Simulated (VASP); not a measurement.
# Au (Fm-3m) in VASP: notebook, part 2 of 2

VASP 6.6.1. Earlier steps stand in the parts before.

### 6 Single point, revPBE+D3(BJ)

This run uses another cell than the first one, of 15.84 Å³/atom, 0.940 times its volume.

Contents of INCAR:

```
SYSTEM = Au
ALGO = Normal
EDIFF = 1E-6
ENCUT = 520
GGA = RE
ISIF = 2
ISMEAR = -1
IVDW = 12
LASPH = .TRUE.
LCHARG = .TRUE.
LELF = .TRUE.
LREAL = .FALSE.
LVHAR = .TRUE.
LWAVE = .FALSE.
NBANDS = 12
NELM = 80
PREC = Accurate
SIGMA = 0.05
```

Contents of KPOINTS:

```
k-points
0
G
  11 11 11
  0 0 0
```

Contents of POSCAR:

```
Au
1.0
    0.0000000000      1.9934577312      1.9934577312
    1.9934577312      0.0000000000      1.9934577312
    1.9934577312      1.9934577312      0.0000000000
Au
1
Direct
    0.0000000000      0.0000000000      0.0000000000
```

Potentials or basis: VASP PAW PBE potentials, release 64 (Au).

Started as:

```console
cat potpaw_PBE.64/Au/POTCAR > POTCAR
mpirun -np 1 vasp_std > vasp.out
```

OUTCAR:

```text
SYSTEM = Au
   EDIFF = 1E-6
   ENCUT = 520
   GGA = RE
   ISIF = 2
   ISMEAR = -1
   IVDW = 12
   LASPH = .TRUE.
   LREAL = .FALSE.
   NELM = 80
   PREC = Accurate
 IVDW          = 12

 ion  position               nearest neighbor table
   1  0.000  0.000  0.000-

  LATTYP: Found a face centered cubic cell.
 ALAT       =     3.9869154624

  Lattice vectors:

 A1 = (   0.0000000000,   1.9934577312,   1.9934577312)
 A2 = (   1.9934577312,   0.0000000000,   1.9934577312)
 A3 = (   1.9934577312,   1.9934577312,   0.0000000000)

Analysis of symmetry for initial positions (statically):
=====================================================================
 Subroutine PRICEL returns:
 Original cell was already a primitive cell.

 Routine SETGRP: Setting up the symmetry group for a
 face centered cubic supercell.

 Subroutine GETGRP returns: Found 48 space group operations
[... 9 lines left out ...]

 Routine SETGRP: Setting up the symmetry group for a
 face centered cubic supercell.

 Subroutine GETGRP returns: Found 48 space group operations
[... 11 lines left out ...]
                                     Primitive cell
[... 145 lines left out ...]
  band No.  band energies     occupation
      1       0.1829      2.00000
      2       5.7049      2.00000
      3       5.7049      2.00000
      4       5.7049      2.00000
      5       7.4196      2.00000
      6       7.4196      2.00000
      7      25.1925      0.00000
      8      29.6325      0.00000
      9      29.6325      0.00000
     10      29.6325      0.00000
     11      34.7667      0.00000
     12      40.2918      0.00000
[... 331 lines left out ...]
 k-point    24 :      -0.1818    0.1818    0.0000
  band No.  band energies     occupation
      1       2.9093      2.00000
      2       5.0081      2.00000
      3       5.9121      2.00000
      4       6.6819      2.00000
      5       6.7203      2.00000
      6       8.7695      2.00000
      7      22.6673      0.00000
      8      24.8069      0.00000
      9      28.8155      0.00000
     10      30.2432      0.00000
     11      33.5980      0.00000
     12      36.4776      0.00000

 [... further k-points ...]

------------------------ aborting loop because EDIFF is reached ----------------------------------------

 Edisp (eV)   -1.36170

 E8    (eV) :    -0.9667

  FORCE on cell =-STRESS in cart. coord.  units (eV):
  Direction    XX          YY          ZZ          XY          YZ          ZX
  --------------------------------------------------------------------------------------
  -------------------------------------------------------------------------------------
  Total       1.35734     1.35734     1.35734     0.00000    -0.00000     0.00000
  in kB     137.26145   137.26145   137.26145     0.00000    -0.00000     0.00000
  external pressure =      137.26 kB  Pullay stress =        0.00 kB

 VOLUME and BASIS-vectors are now :
 -----------------------------------------------------------------------------
  energy-cutoff  :      520.00
  volume of cell :       15.84
      direct lattice vectors                 reciprocal lattice vectors
     0.000000000  1.993457731  1.993457731    -0.250820467  0.250820467  0.250820467
     1.993457731  0.000000000  1.993457731     0.250820467 -0.250820467  0.250820467
     1.993457731  1.993457731  0.000000000     0.250820467  0.250820467 -0.250820467

 POSITION                                       TOTAL-FORCE (eV/Angst)
 -----------------------------------------------------------------------------------
      0.00000      0.00000      0.00000         0.000000     -0.000000      0.000000
 -----------------------------------------------------------------------------------
    total drift:                               -0.000000      0.000000      0.000000

  FREE ENERGIE OF THE ION-ELECTRON SYSTEM (eV)
  ---------------------------------------------------
  free  energy   TOTEN  =        -3.9217304679 eV

  energy  without entropy=       -3.9195036000  energy(sigma->0) =       -3.92061703
```

OSZICAR:

```text
N       E                     dE             d eps       ncg     rms          rms(c)
DAV:   1     0.515746251076E+02    0.51575E+02   -0.55933E+03  1392   0.820E+02
DAV:   2    -0.209454490618E+01   -0.53669E+02   -0.50833E+02  1592   0.192E+02
DAV:   3    -0.279361647925E+01   -0.69907E+00   -0.69851E+00  1616   0.209E+01
DAV:   4    -0.279595328361E+01   -0.23368E-02   -0.23367E-02  1624   0.143E+00
DAV:   5    -0.279596945199E+01   -0.16168E-04   -0.16169E-04  1636   0.111E-01    0.117E+01
DAV:   6    -0.258475328100E+01    0.21122E+00   -0.49200E-01  1464   0.589E+00    0.730E+00
DAV:   7    -0.256238511713E+01    0.22368E-01   -0.80497E-02  1588   0.239E+00    0.283E+00
DAV:   8    -0.256002941844E+01    0.23557E-02   -0.32454E-03  1496   0.485E-01    0.236E-01
DAV:   9    -0.256002325073E+01    0.61677E-05   -0.10856E-05  1644   0.308E-02    0.290E-02
DAV:  10    -0.256002919662E+01   -0.59459E-05   -0.29050E-06  1608   0.166E-02    0.193E-03
DAV:  11    -0.256002924486E+01   -0.48240E-07   -0.41453E-08   856   0.154E-03
   1 F= -.39217305E+01 E0= -.39206170E+01  d E =-.222687E-02
```

stdout:

```text
POSCAR found type information on POSCAR Au
 POSCAR found :  1 types and       1 ions
 scaLAPACK will be used
 -----------------------------------------------------------------------------
|                                                                             |
|                                                                             |
|     You enforced a specific xc type in the INCAR file but a different       |
|     I HOPE YOU KNOW WHAT YOU ARE DOING!                                     |
|                                                                             |
 -----------------------------------------------------------------------------

 LDA part: xc-table for (Slater+PW92), standard interpolation
 POSCAR, INCAR and KPOINTS ok, starting setup
 FFT: planning ... GRIDC
 FFT: planning ... GRID_SOFT
 FFT: planning ... GRID
 WAVECAR not read
 entering main loop
```

Run time: 8.6 s. Hardware: 1 thread of Intel Xeon Platinum 8259CL at 2.50GHz (Skylake/Cascade Lake), shared host; peak memory 0.15 GiB.

What came out:

```
Free energy                : -3.9217 eV
Pressure                   : 13.7 GPa
Dispersion energy per atom : -1.362 eV
```

Levels at points of the mesh, in eV from the Fermi level:
| k point | band 3 | band 4 | band 5 | band 6 | band 7 | band 8 | band 9 | band 10 |
| --- | --- | --- | --- | --- | --- | --- | --- | --- |
| (0.00, 0.00, 0.00) | -5.10 | -5.10 | -3.38 | -3.38 | 14.39 | 18.83 | 18.83 | 18.83 |

Caveat: the PAW data sets were made with another functional, which shifts forces and pressure a little; spin-orbit coupling is left out, which moves the levels of the heavy elements; pairwise dispersion overbinds metals, which lowers pressure and volume.

### 7 Summary

| level | cell | gap on the mesh (eV) | pressure (GPa) |
| --- | --- | --- | --- |
| BLYP | a = 2.878 Å, angles 60.0°, 1 atom | none | 23.4 |
| PBE+D4 | a = 2.819 Å, angles 60.0°, 1 atom | none | 18.3 |
| PBEsol+D3(BJ) | a = 2.819 Å, angles 60.0°, 1 atom | none | 7.9 |
| RPBE | a = 2.819 Å, angles 60.0°, 1 atom | none | 29.4 |
| revPBE+D3(BJ) | a = 2.819 Å, angles 60.0°, 1 atom | none | 13.7 |

Alike in all rows: task single point; potentials or basis VASP PAW PBE potentials, release 64 (Au); no spin polarisation; k mesh 11 × 11 × 11; cutoff (eV) 520; smearing fermi-dirac 0.05 eV.

Caveats: spin-orbit coupling is left out, which moves the levels of the heavy elements; the PAW data sets were made with another functional, which shifts forces and pressure a little (some runs); pairwise dispersion overbinds metals, which lowers pressure and volume (some runs).

Total energies depend on the potentials used, so only differences within one code and one set of settings carry meaning.
